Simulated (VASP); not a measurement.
# SiO (Pm-3m) in VASP: a series of runs, part 2 of 2

VASP 6.6.1.

## (4) Single point, r2SCANh

This run uses another cell than the first one, of 11.06 Å³/atom.

Input file POSCAR:

```
SiO
1.0
    2.8069700000      0.0000000000      0.0000000000
    0.0000000000      2.8069700000      0.0000000000
    0.0000000000      0.0000000000      2.8069700000
Si O
1 1
Direct
    0.0000000000      0.0000000000      0.0000000000
    0.5000000000      0.5000000000      0.5000000000
```

Input file INCAR.step1:

```
SYSTEM = SiO
PREC = Accurate ; ENCUT = 520
EDIFF = 1E-5 ; ISMEAR = -1
SIGMA = 0.05 ; LREAL = .False.
LASPH = .True. ; NELM = 100
ALGO = Normal ; ISIF = 2
LWAVE = .True. ; GGA = PE
NBANDS = 12
```

Input file INCAR.step2:

```
SYSTEM = SiO
PREC = Accurate ; ENCUT = 520
EDIFF = 1E-6 ; ISMEAR = -1
SIGMA = 0.05 ; LREAL = .False.
LASPH = .True. ; NELM = 100
ALGO = Normal ; ISIF = 2
LWAVE = .False. ; LCHARG = .True.
METAGGA = R2SCAN ; LHFCALC = .True.
AEXX = 0.1 ; LMIXTAU = .True.
PRECFOCK = Normal ; LELF = .True.
LVHAR = .True. ; ISTART = 1
NBANDS = 12
```

Input file KPOINTS:

```
regular mesh
0
Gamma
  5 5 5
  0 0 0
```

Potentials or basis: VASP PAW PBE potentials, release 64 (Si, O).

The run is started by

```console
$ cat potpaw_PBE.64/Si/POTCAR potpaw_PBE.64/O/POTCAR > POTCAR
$ cp INCAR.step1 INCAR
$ mpirun -np 1 vasp_std > vasp.out
$ cp INCAR.step2 INCAR
$ mpirun -np 1 vasp_std > vasp.out
```

OUTCAR:

```text
SYSTEM = SiO
   PREC = Accurate
   ENCUT = 520
   EDIFF = 1E-6
   ISMEAR = -1
   LREAL = .False.
   LASPH = .True.
   NELM = 100
   ISIF = 2
   METAGGA = R2SCAN
   LHFCALC = .True.
   AEXX = 0.1
   PRECFOCK = Normal
   ISTART = 1

 ion  position               nearest neighbor table
   1  0.000  0.000  0.000-   2 2.43   2 2.43   2 2.43   2 2.43   2 2.43   2 2.43   2 2.43   2 2.43

   2  0.500  0.500  0.500-   1 2.43   1 2.43   1 2.43   1 2.43   1 2.43   1 2.43   1 2.43   1 2.43

  LATTYP: Found a simple cubic cell.
 ALAT       =     2.8069700000

  Lattice vectors:

 A1 = (   2.8069700000,   0.0000000000,   0.0000000000)
 A2 = (   0.0000000000,   2.8069700000,   0.0000000000)
 A3 = (   0.0000000000,   0.0000000000,   2.8069700000)

Analysis of symmetry for initial positions (statically):
=====================================================================
 Subroutine PRICEL returns:
 Original cell was already a primitive cell.

 Routine SETGRP: Setting up the symmetry group for a
 simple cubic supercell.

 Subroutine GETGRP returns: Found 48 space group operations
 (whereof 48 operations were pure point group operations)
 out of a pool of 48 trial point group operations.

The static configuration has the point symmetry O_h .

Analysis of symmetry for dynamics (positions and initial velocities):
=====================================================================
 Subroutine PRICEL returns:
 Original cell was already a primitive cell.

 Routine SETGRP: Setting up the symmetry group for a
 simple cubic supercell.

 Subroutine GETGRP returns: Found 48 space group operations
 (whereof 48 operations were pure point group operations)
 out of a pool of 48 trial point group operations.

The dynamic configuration has the point symmetry O_h .

 Subroutine INISYM returns: Found 48 space group operations
 (whereof 48 operations are pure point group operations),
 and found     1 'primitive' translations

----------------------------------------------------------------------------------------

                                     Primitive cell

  volume of cell :      22.1163

  direct lattice vectors                    reciprocal lattice vectors
     2.806970000  0.000000000  0.000000000     0.356256034  0.000000000  0.000000000
     0.000000000  2.806970000  0.000000000     0.000000000  0.356256034  0.000000000
     0.000000000  0.000000000  2.806970000     0.000000000  0.000000000  0.356256034

  length of vectors
     2.806970000  2.806970000  2.806970000     0.356256034  0.356256034  0.356256034

  position of ions in fractional coordinates (direct lattice)
     0.000000000  0.000000000  0.000000000
     0.500000000  0.500000000  0.500000000

  ion indices of the primitive-cell ions
   primitive index   ion index
                 1           1
                 2           2

----------------------------------------------------------------------------------------

 KPOINTS: regular mesh

Automatic generation of k-mesh.
 Grid dimensions read from file:
 generate k-points for:    5    5    5

 Generating k-lattice:

  Cartesian coordinates                     Fractional coordinates (reciprocal lattice)
     0.071251207  0.000000000  0.000000000     0.200000000  0.000000000  0.000000000
     0.000000000  0.071251207  0.000000000     0.000000000  0.200000000  0.000000000
[... 35 lines left out ...]
   ISTART =      1    job   : 0-new  1-cont  2-samecut
   ICHARG =      0    charge: 1-file 2-atom 10-const
   ISPIN  =      1    spin polarized calculation?
   LNONCOLLINEAR =      F non collinear calculations
   LSORBIT =      F    spin-orbit coupling
   LASPH  =      T    aspherical Exc in radial PAW
   ENCUT  =  520.0 eV  38.22 Ry    6.18 a.u.   5.22  5.22  5.22*2*pi/ulx,y,z
   NELM   =    100;   NELMIN=  2; NELMDL=  0     # of ELM steps
   EDIFF  = 0.1E-05   stopping-criterion for ELM
   LREAL  =      F    real-space projection
   EDIFFG = 0.1E-04   stopping-criterion for IOM
   NSW    =      0    number of steps for IOM
   IBRION =     -1    ionic relax: 0-MD 1-quasi-New 2-CG
   NFREE  =      0    steps in history (QN), initial steepest desc. (CG)
   ISIF   =      2    stress and relaxation
   ISYM   =      3    0-nonsym 1-usesym 2-fastsym
   POTIM  = 0.5000    time-step for ionic-motion
   TEBEG  =    0.0;   TEEND  =   0.0 temperature during run
   PSTRESS=    0.0 pullay stress
   NELECT =      10.0000    total number of electrons
   NUPDOWN=      -1.0000    fix difference up-down
   EMIN   =  10.00;   EMAX   =-10.00  energy-range for DOS
   EFERMI =   0.00;   METHOD = LEGACY
   ISMEAR =    -1;   SIGMA  =   0.05  broadening in eV -4-tet -1-fermi 0-gaus
   EFERMI_NEDOS =   21; number of points for ismear=-14 and -15
   IALGO  =     38    algorithm
   IMIX   =      1    mixing-type and parameters
     AMIX     =   0.40;   BMIX     =  1.00
     AMIX_MAG =   1.60;   BMIX_MAG =  1.00
  volume/ion in A,a.u.               =      11.06        74.62
  Fermi-wavevector in a.u.,A,eV,Ry     =   1.256523  2.374484 21.481554  1.578850
  Thomas-Fermi vector in A             =   2.390227
   LORBIT       =      0    0 simple, 1 ext, 2 COOP (PROOUT), +10 PAW based schemes
   METAGGA = R2SCAN    functional components
   LHFCALC =     T    Hartree Fock is set to
   PRECFOCK=normal    Normal, Fast or Accurate (Low or Medium for compatibility)
   ENCUT4O =  -1.0   cutoff for four orbital integrals eV
   NKREDX  =     1    reduce k-point grid by
   NKREDY  =     1    reduce k-point grid by
   NKREDZ  =     1    reduce k-point grid by
   AEXX    =    0.1000 exact exchange contribution
   HFSCREEN=    0.0000 screening length (either q_TF or 0.3 A-1)
   HFSCREENC=   0.0000 screening length for correlation (either q_TF or 0.3 A-1)
   ENCUTFOCK=  -1.0 apply spherical cutoff to Coloumb kernel
   IVDW    =     0    specifies the selected vdW correction
   LEPSILON=     F    determine dielectric tensor
   LRPA    =     F    only Hartree local field effects (RPA)
 non-spin polarized calculation
  energy-cutoff  :      520.00
  volume of cell :       22.12
 maximum number of plane-waves:       619
 NGX is ok and might be reduce to    24
  NGX = 16; NGY = 16; NGZ = 16

 number of electron      10.0000005 magnetization

 Free energy of the ion-electron system (eV)
  ---------------------------------------------------
  ext. energy  EPLUGINS =         0.00000000
  ---------------------------------------------------
  free energy    TOTEN  =       -15.28244379 eV

  energy without entropy =      -15.28242224  energy(sigma->0) =      -15.28243302

 E-fermi :   7.8757     XC(G=0): -10.9824

 val. band max:        7.4251896777   @ k =   0.2000   0.2000   0.2000
 cond. band min:       8.3472888731   @ k =   0.4000   0.4000   0.4000
 fundamental gap:      0.9220991954
 Fermi energy:         7.8757034501

 k-point     1 :       0.0000    0.0000    0.0000
  band No.  band energies     occupation
      1     -14.0226      2.00000
      2       0.1829      2.00000
      3       4.0457      2.00000
      4       4.0457      2.00000
      5       4.0457      2.00000
      6      14.8755      0.00000
      7      14.8755      0.00000
      8      17.1595      0.00000
      9      17.1595      0.00000
     10      17.1595      0.00000
     11      28.6047      0.00000
     12      28.6047      0.00000
[... 121 lines left out ...]
 k-point    10 :       0.4000    0.4000    0.4000
  band No.  band energies     occupation
      1     -11.6201      2.00000
      2       1.0457      2.00000
      3       2.1692      2.00000
      4       2.1692      2.00000
      5       5.5879      2.00000
      6       8.3473      0.00016
      7       8.3473      0.00016
      8      11.3400      0.00000
      9      21.3347      0.00000
     10      22.2520      0.00000
     11      22.2520      0.00000
     12      33.3317      0.00000

------------------------ aborting loop because EDIFF is reached ----------------------------------------

  FORCE on cell =-STRESS in cart. coord.  units (eV):
  Direction    XX          YY          ZZ          XY          YZ          ZX
  --------------------------------------------------------------------------------------
  -------------------------------------------------------------------------------------
  Total        0.0769395      0.0769395      0.0769395      0.0000000      0.0000000      0.0000000
  in kB        5.5737415      5.5737415      5.5737415      0.0000000      0.0000000      0.0000000
  external PRESSURE =       5.5737415 kB  Pullay stress =       0.0000000 kB

 VOLUME and BASIS-vectors are now :
 -----------------------------------------------------------------------------
  energy-cutoff  :      520.00
  volume of cell :       22.12
      direct lattice vectors                 reciprocal lattice vectors
     2.806970000  0.000000000  0.000000000     0.356256034  0.000000000  0.000000000
     0.000000000  2.806970000  0.000000000     0.000000000  0.356256034  0.000000000
     0.000000000  0.000000000  2.806970000     0.000000000  0.000000000  0.356256034

 POSITION                                       TOTAL-FORCE (eV/Angst)
 -----------------------------------------------------------------------------------
      0.00000      0.00000      0.00000         0.000000      0.000000      0.000000
      1.40349      1.40349      1.40349         0.000000      0.000000      0.000000
 -----------------------------------------------------------------------------------
    total drift:                               -0.000000      0.000000      0.000000

  FREE ENERGIE OF THE ION-ELECTRON SYSTEM (eV)
  ---------------------------------------------------
  free  energy   TOTEN  =       -15.2824437898 eV

  energy  without entropy=      -15.2824222404  energy(sigma->0) =      -15.28243302
```

It took 94 s on 1 thread of AMD EPYC 9R14 (Zen 4), shared host; peak memory 0.11 GiB.

What came out:

* Free energy: -15.2824 eV
* Pressure: 0.6 GPa
* Band gap on the k mesh: 0.92 eV (least direct gap 2.40 eV)

Levels at points of the mesh, in eV from the valence-band top:
```
           k point  band 1  band 2  band 3  band 4  band 5  band 6  band 7  band 8  band 9  band 10
(0.00, 0.00, 0.00)  -21.45   -7.24   -3.38   -3.38   -3.38    7.45    7.45    9.73    9.73     9.73
```

Caveat: the k points lie up to 0.45 Å⁻¹ apart; the PAW data sets were made with another functional, which shifts forces and pressure a little; an odd mesh through Γ misses points on the zone boundary, where band edges can lie.

## (5) Single point, r2SCAN50

This run uses another cell than the first one, of 11.06 Å³/atom.

POSCAR is that of step 4.

Input file INCAR.step1:

```
SYSTEM = SiO
PREC = Accurate
ENCUT = 520
EDIFF = 1E-5
ISMEAR = -1
SIGMA = 0.05
LREAL = .FALSE.
LASPH = .TRUE.
NELM = 80
ALGO = Normal
ISIF = 2
LWAVE = .TRUE.
LCHARG = .FALSE.
GGA = PE
NBANDS = 12
```

Input file INCAR.step2:

```
SYSTEM = SiO
PREC = Accurate
ENCUT = 520
EDIFF = 1E-6
ISMEAR = -1
SIGMA = 0.05
LREAL = .FALSE.
LASPH = .TRUE.
NELM = 80
ALGO = Normal
ISIF = 2
LWAVE = .FALSE.
LCHARG = .FALSE.
METAGGA = R2SCAN
LHFCALC = .TRUE.
AEXX = 0.5
LMIXTAU = .TRUE.
PRECFOCK = Normal
ISTART = 1
NBANDS = 12
```

Input file KPOINTS:

```
Automatic mesh
0
G
  5 5 5
  0 0 0
```

Potentials or basis: VASP PAW PBE potentials, release 64 (Si, O).

The run is started by

```console
$ cat potpaw_PBE.64/Si/POTCAR potpaw_PBE.64/O/POTCAR > POTCAR
$ cp INCAR.step1 INCAR
$ mpirun -np 1 vasp_std > vasp.out
$ cp INCAR.step2 INCAR
$ mpirun -np 1 vasp_std > vasp.out
```

OUTCAR:

```text
SYSTEM = SiO
   PREC = Accurate
   ENCUT = 520
   EDIFF = 1E-6
   ISMEAR = -1
   LREAL = .FALSE.
   LASPH = .TRUE.
   NELM = 80
   ISIF = 2
   METAGGA = R2SCAN
   LHFCALC = .TRUE.
   AEXX = 0.5
   PRECFOCK = Normal
   ISTART = 1

 ion  position               nearest neighbor table
   1  0.000  0.000  0.000-   2 2.43   2 2.43   2 2.43   2 2.43   2 2.43   2 2.43   2 2.43   2 2.43

   2  0.500  0.500  0.500-   1 2.43   1 2.43   1 2.43   1 2.43   1 2.43   1 2.43   1 2.43   1 2.43

  LATTYP: Found a simple cubic cell.
 ALAT       =     2.8069700000

  Lattice vectors:

 A1 = (   2.8069700000,   0.0000000000,   0.0000000000)
 A2 = (   0.0000000000,   2.8069700000,   0.0000000000)
 A3 = (   0.0000000000,   0.0000000000,   2.8069700000)

Analysis of symmetry for initial positions (statically):
=====================================================================
 Subroutine PRICEL returns:
 Original cell was already a primitive cell.

 Routine SETGRP: Setting up the symmetry group for a
 simple cubic supercell.

 Subroutine GETGRP returns: Found 48 space group operations
 (whereof 48 operations were pure point group operations)
 out of a pool of 48 trial point group operations.

The static configuration has the point symmetry O_h .

Analysis of symmetry for dynamics (positions and initial velocities):
=====================================================================
 Subroutine PRICEL returns:
 Original cell was already a primitive cell.

 Routine SETGRP: Setting up the symmetry group for a
 simple cubic supercell.

 Subroutine GETGRP returns: Found 48 space group operations
 (whereof 48 operations were pure point group operations)
 out of a pool of 48 trial point group operations.

The dynamic configuration has the point symmetry O_h .

 Subroutine INISYM returns: Found 48 space group operations
 (whereof 48 operations are pure point group operations),
 and found     1 'primitive' translations

----------------------------------------------------------------------------------------

                                     Primitive cell

[... 112 lines left out ...]
   LEPSILON=     F    determine dielectric tensor
   LRPA    =     F    only Hartree local field effects (RPA)
 non-spin polarized calculation
  energy-cutoff  :      520.00
  volume of cell :       22.12
 maximum number of plane-waves:       619
 NGX is ok and might be reduce to    24
  NGX = 16; NGY = 16; NGZ = 16

 number of electron      10.0000005 magnetization

 Free energy of the ion-electron system (eV)
  ---------------------------------------------------
  ext. energy  EPLUGINS =         0.00000000
  ---------------------------------------------------
  free energy    TOTEN  =       -19.49718846 eV

  energy without entropy =      -19.49718846  energy(sigma->0) =      -19.49718846

 E-fermi :   7.1375     XC(G=0):  -6.7286

 val. band max:        6.0050603361   @ k =   0.2000   0.2000   0.2000
 cond. band min:       9.3230543990   @ k =   0.4000   0.4000   0.4000
 fundamental gap:      3.3179940629
 Fermi energy:         7.1374936377

 k-point     1 :       0.0000    0.0000    0.0000
  band No.  band energies     occupation
      1     -18.1957      2.00000
      2      -2.1704      2.00000
      3       1.9199      2.00000
      4       1.9199      2.00000
      5       1.9199      2.00000
      6      16.2695      0.00000
      7      16.2695      0.00000
      8      19.1414      0.00000
      9      19.1414      0.00000
     10      19.1414      0.00000
     11      30.7497      0.00000
     12      30.7497      0.00000
[... 121 lines left out ...]
 k-point    10 :       0.4000    0.4000    0.4000
  band No.  band energies     occupation
      1     -15.5611      2.00000
      2      -1.2722      2.00000
      3      -0.1355      2.00000
      4      -0.1355      2.00000
      5       4.1076      2.00000
      6       9.3231      0.00000
      7       9.3231      0.00000
      8      12.5447      0.00000
      9      23.3569      0.00000
     10      24.4181      0.00000
     11      24.4181      0.00000
     12      35.6218      0.00000

------------------------ aborting loop because EDIFF is reached ----------------------------------------

  FORCE on cell =-STRESS in cart. coord.  units (eV):
  Direction    XX          YY          ZZ          XY          YZ          ZX
  --------------------------------------------------------------------------------------
  -------------------------------------------------------------------------------------
  Total       -0.6311487     -0.6311487     -0.6311487      0.0000000      0.0000000     -0.0000000
  in kB      -45.7223967    -45.7223967    -45.7223967      0.0000000      0.0000000     -0.0000000
  external PRESSURE =     -45.7223967 kB  Pullay stress =       0.0000000 kB

 VOLUME and BASIS-vectors are now :
 -----------------------------------------------------------------------------
  energy-cutoff  :      520.00
  volume of cell :       22.12
      direct lattice vectors                 reciprocal lattice vectors
     2.806970000  0.000000000  0.000000000     0.356256034  0.000000000  0.000000000
     0.000000000  2.806970000  0.000000000     0.000000000  0.356256034  0.000000000
     0.000000000  0.000000000  2.806970000     0.000000000  0.000000000  0.356256034

 POSITION                                       TOTAL-FORCE (eV/Angst)
 -----------------------------------------------------------------------------------
      0.00000      0.00000      0.00000         0.000000      0.000000      0.000000
      1.40349      1.40349      1.40349         0.000000      0.000000      0.000000
 -----------------------------------------------------------------------------------
    total drift:                                0.000000      0.000000      0.000000

  FREE ENERGIE OF THE ION-ELECTRON SYSTEM (eV)
  ---------------------------------------------------
  free  energy   TOTEN  =       -19.4971884586 eV

  energy  without entropy=      -19.4971884585  energy(sigma->0) =      -19.49718846
```

OUTCAR.step1:

```text
SYSTEM = SiO
   PREC = Accurate
   ENCUT = 520
   EDIFF = 1E-5
   ISMEAR = -1
   LREAL = .FALSE.
[... 356 lines left out ...]
      0.00000      0.00000      0.00000         0.000000      0.000000      0.000000
      1.40349      1.40349      1.40349         0.000000      0.000000      0.000000
 -----------------------------------------------------------------------------------
    total drift:                                0.000000     -0.000000     -0.000000

  FREE ENERGIE OF THE ION-ELECTRON SYSTEM (eV)
  ---------------------------------------------------
  free  energy   TOTEN  =       -10.3411440907 eV

  energy  without entropy=      -10.3368345061  energy(sigma->0) =      -10.33898930
```

Wall time 1.7 min (1 thread of AMD EPYC 9R14 (Zen 4), shared host); peak memory 0.11 GiB.

What came out:

```
Free energy            : -19.4972 eV
Pressure               : -4.6 GPa
Band gap on the k mesh : 3.32 eV (least direct gap 4.74 eV)
```

Levels at points of the mesh, in eV from the valence-band top:
```csv
k point,band 3,band 4,band 5,band 6,band 7,band 8
"(0.00, 0.00, 0.00)",-4.09,-4.09,-4.09,10.26,10.26,13.14
```

Caveat: the k points lie up to 0.45 Å⁻¹ apart; the PAW data sets were made with another functional, which shifts forces and pressure a little; an odd mesh through Γ misses points on the zone boundary, where band edges can lie.

## (6) Overview

| level | cell | share of exact exchange | screening parameter | gap on the mesh (eV) | pressure (GPa) |
| --- | --- | --- | --- | --- | --- |
| PBE-based screened hybrid with 25 % exact exchange | a = 2.798 Å, 2 atoms | 0.25 | 0.3 1/Å | 0.77 | -0.1 |
| r2SCAN0 | a = 2.807 Å, 2 atoms | 0.25 | - | 1.79 | -1.5 |
| r2SCANh | a = 2.807 Å, 2 atoms | 0.1 | - | 0.92 | 0.6 |
| r2SCAN50 | a = 2.807 Å, 2 atoms | 0.5 | - | 3.32 | -4.6 |

Alike in all rows: task single point; potentials or basis VASP PAW PBE potentials, release 64 (Si, O); no spin polarisation; k mesh 5 × 5 × 5; cutoff (eV) 520; smearing fermi-dirac 0.05 eV.

Caveats: all runs use coarse meshes; the PAW data sets were made with another functional, which shifts forces and pressure a little; an odd mesh through Γ misses points on the zone boundary, where band edges can lie.

Total energies depend on the potentials used, so only differences within one code and one set of settings carry meaning.
